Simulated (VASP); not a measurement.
A run of VASP 6.6.1:

File INCAR:

```
SYSTEM = TePb
PREC = Accurate
ENCUT = 520
EDIFF = 1E-8
ISMEAR = -1
SIGMA = 0.03
LREAL = .False.
LASPH = .True.
NELM = 80
ALGO = Normal
ISIF = 2
LWAVE = .False.
LCHARG = .False.
GGA = PS
LEFG = .True.
NBANDS = 17
```

KPOINTS

```
regular mesh
0
Gamma
  10 10 10
  0 0 0
```

File POSCAR:

```
TePb
1.0
    0.0000000000      3.2053416293      3.2053416293
    3.2053416293      0.0000000000      3.2053416293
    3.2053416293      3.2053416293      0.0000000000
Te Pb
1 1
Direct
    0.5000000000      0.5000000000      0.5000000000
    0.0000000000      0.0000000000      0.0000000000
```

Potentials or basis: VASP PAW PBE potentials, release 64 (Te, Pb_d).

The run is started by

```sh
$ cat potpaw_PBE.64/Te/POTCAR potpaw_PBE.64/Pb_d/POTCAR > POTCAR
$ mpirun -np 1 vasp_std > vasp.out
```

Hardware: 1 thread of Intel(R) Xeon(R) Platinum 8375C CPU @ 2.90GHz (Ice Lake), with other jobs on the host.

Question: How long does it take, and how much memory?

Answer: Wall time 80 s on 1 thread of Intel(R) Xeon(R) Platinum 8375C CPU @ 2.90GHz (Ice Lake), with other jobs on the host, peak memory 0.23 GiB. Counts: scf iterations 15, k points 47.
